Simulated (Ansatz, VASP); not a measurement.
**HfS2: VASP beside Ansatz**

```
CELL_PARAMETERS angstrom
3.54732 0.00000 0.00000
-1.77366 3.07207 0.00000
0.00000 0.00000 5.57791
ATOMIC_POSITIONS crystal
Hf 0.00000 0.00000 0.00000
S 0.66667 0.33333 0.73812
S 0.33333 0.66667 0.26188
```

Alike in both runs: functional PBEsol; dispersion D3(BJ); k mesh 12 × 12 × 6; occupations gaussian, width 0.02 eV; no spin polarisation.

Ansatz relaxed the structure, and its values are those at the end. VASP's run is a single point on that final structure, the one shown.

|  | VASP | Ansatz |
| --- | --- | --- |
| version | VASP 6.6.1 | Ansatz 0.2.0 |
| potentials or method | VASP PAW PBE potentials, release 64 (Hf_pv, S), cutoff 500 eV | scalar-relativistic, plane waves, PAW |
| valence electrons in the cell | 22 | 38 |

|  | VASP | Ansatz | Ansatz less VASP |
| --- | --- | --- | --- |
| gap on the k mesh at the Fermi level (eV) | 0.48 | 0.45 | -0.033 |
| least direct gap on the mesh (eV) | 1.52 | 1.50 | -0.023 |
| pressure (GPa) | -0.5 | 0.0 | +0.46 |
| rms of the force components (eV/Å) | 0.025 | 0.000 | -0.0249 |

VASP's potentials were made for PBE, not for PBEsol. VASP's potentials hold 22 valence electrons a cell and Ansatz's 38, so a difference there can come from the potentials and not from the codes.

Neither program's run includes spin-orbit coupling.
